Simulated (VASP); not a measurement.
A run of VASP 6.6.1 is set up as follows.

File INCAR:

```
PREC = Accurate
ENCUT = 520
EDIFF = 1E-6
ISMEAR = -1
SIGMA = 0.1
LREAL = False
LASPH = True
NELM = 80
ALGO = Normal
ISIF = 2
LWAVE = False
LCHARG = True
GGA = PS
LELF = True
LVHAR = True
NBANDS = 13
```

Contents of KPOINTS:

```
Automatic mesh
0
Gamma
  15 15 15
```

POSCAR

```
W
1.0
    0.0000000000      1.9162555398      1.9162555398
    1.9162555398      0.0000000000      1.9162555398
    1.9162555398      1.9162555398      0.0000000000
W
1
Direct
    0.0000000000      0.0000000000      0.0000000000
```

Potentials or basis: VASP PAW PBE potentials, release 64 (W_sv).

Launch:

```bash
$ cat potpaw_PBE.64/W_sv/POTCAR > POTCAR
$ mpirun -np 1 vasp_std > vasp.out
```

(1) Predict the pressure.

(2) Estimate the band gap on the k mesh.

## Answers

(1) 50.7 GPa.

(2) zero (band 7 reaches 16.43 eV, above the bottom of band 8 at 11.76 eV).

Caveat: the PAW data sets were made with another functional, which shifts forces and pressure a little; spin-orbit coupling is left out, which moves the levels of the heavy elements.
